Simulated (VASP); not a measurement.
Input of a VASP 6.6.1 run:

File INCAR:

```
ALGO = Normal
EDIFF = 1E-6
ENCUT = 600
GGA = RP
GGA_COMPAT = F
ISIF = 2
ISMEAR = 1
LASPH = T
LCHARG = T
LELF = T
LREAL = F
LVHAR = T
LWAVE = F
NBANDS = 12
NELM = 120
PREC = Accurate
SIGMA = 0.2
```

File KPOINTS:

```
k-points
0
Gamma
  7 7 7
```

POSCAR

```
Cu
1.0
   -1.4427900000      1.4427900000      1.3760800000
    1.4427900000     -1.4427900000      1.3760800000
    1.4427900000      1.4427900000     -1.3760800000
Cu
1
Direct
    0.0000000000      0.0000000000      0.0000000000
```

Potentials or basis: VASP PAW PBE potentials, release 64 (Cu).

Run with:

```bash
$ cat potpaw_PBE.64/Cu/POTCAR > POTCAR
$ mpirun -np 1 vasp_std > vasp.out
```

Question: Predict the pressure.

Answer: 13.5 GPa.

Stress tensor (GPa, compression positive):
```
15.22  0.00  0.00
 0.00 15.22  0.00
 0.00  0.00 10.02
```

Caveat: the k points lie up to 0.45 Å⁻¹ apart; the PAW data sets were made with another functional, which shifts forces and pressure a little.
